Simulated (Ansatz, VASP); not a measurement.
Two plane-wave programs on Al2O3

File INCAR:

```
SYSTEM = Al2O3
PREC     = Accurate       ! precision mode
ENCUT    = 520            ! plane-wave cutoff, eV
EDIFF    = 1E-7           ! SCF threshold, eV
ISMEAR   = -1             ! smearing method
SIGMA    = 0.02           ! smearing width, eV
LREAL    = .FALSE.        ! projectors in reciprocal space
LASPH    = .TRUE.         ! aspherical terms in the spheres
NELM     = 80             ! most SCF steps
ALGO     = Normal         ! electronic algorithm
ISIF     = 2              ! what is computed and relaxed
LWAVE    = .FALSE.        ! write WAVECAR
LCHARG   = .FALSE.        ! write CHGCAR
GGA      = PE             ! functional
NBANDS   = 35             ! bands
```

KPOINTS

```
regular mesh
0
G
  6 6 6
  0 0 0
```

The input POSCAR:

```
Al2O3
1.0
    2.3317741847      1.3462504533      4.3736774176
   -2.3317741847      1.3462504533      4.3736774176
    0.0000000000     -2.6925009064      4.3736774177
Al O
4 6
Direct
    0.8508069872      0.8508069872      0.8508069872
    0.3508069872      0.3508069872      0.3508069872
    0.1491930128      0.1491930128      0.1491930128
    0.6491930128      0.6491930128      0.6491930128
    0.4423636818      0.0576363182      0.7500000000
    0.0576363182      0.7500000000      0.4423636818
    0.5576363182      0.9423636818      0.2500000000
    0.2500000000      0.5576363182      0.9423636818
    0.9423636818      0.2500000000      0.5576363182
    0.7500000000      0.4423636818      0.0576363182
```

Input for Ansatz:

```yaml
crystal:
  lattice:
    - [2.3317741847, 1.3462504533, 4.3736774176]
    - [-2.3317741847, 1.3462504533, 4.3736774176]
    - [0.0, -2.6925009064, 4.3736774177]
  atoms:
    - { symbol: Al, position: [0.8508069872, 0.8508069872, 0.8508069872] }
    - { symbol: Al, position: [0.3508069872, 0.3508069872, 0.3508069872] }
    - { symbol: Al, position: [0.1491930128, 0.1491930128, 0.1491930128] }
    - { symbol: Al, position: [0.6491930128, 0.6491930128, 0.6491930128] }
    - { symbol: O, position: [0.4423636818, 0.0576363182, 0.75] }
    - { symbol: O, position: [0.0576363182, 0.75, 0.4423636818] }
    - { symbol: O, position: [0.5576363182, 0.9423636818, 0.25] }
    - { symbol: O, position: [0.25, 0.5576363182, 0.9423636818] }
    - { symbol: O, position: [0.9423636818, 0.25, 0.5576363182] }
    - { symbol: O, position: [0.75, 0.4423636818, 0.0576363182] }
kpoints:
  mp_grid: { grid: [6, 6, 6] }
  band_path:
    path:
      - [0.0, 0.0, 0.0]
      - [0.5, 0.5, 0.5]
      - [0.7662811645, 0.2337188355, 0.5]
      - [0.5, -0.2337188355, 0.2337188355]
      - [0.5, 0.0, 0.0]
      - [0.3668594178, -0.3668594178, 0.0]
      - [0.6331405822, 0.0, 0.3668594178]
      - [0.5, 0.0, 0.5]
      - [-0.0625, -0.0625, -0.010417]
    npoints: 1
hamiltonian:
  xc: pbe
scf:
  occupations: { method: fermi_dirac, width: 0.02 }
  n_extra_bands: 6
output:
  forces: true
  stress: true
  eigenvalues: true
```

Change from the starting cell: epitaxial_xy strain -2.0%.

Alike in both runs: task single point; functional PBE; k mesh 6 × 6 × 6; occupations fermi-dirac, width 0.02 eV; no spin polarisation.

|  | VASP | Ansatz |
| --- | --- | --- |
| version | VASP 6.6.1 | Ansatz 0.2.0 |
| potentials or method | VASP PAW PBE potentials, release 64 (Al, O) | plane waves, PAW |
| plane-wave cutoff (eV) | 520 | 420 |
| valence electrons in the cell | 48 | 48 |

```tsv
	VASP	Ansatz	Ansatz less VASP
gap on the k mesh at the Fermi level (eV)	6.61	6.61	-0.001
pressure (GPa)	16.2	16.3	+0.11
traceless stress, the component that is largest in VASP (GPa)	-8.54	-8.49	+0.049
rms of the force components (eV/Å)	0.011	0.011	+0.0002
```

Atom by atom the forces differ by 0.001 eV/Å (rms over components).
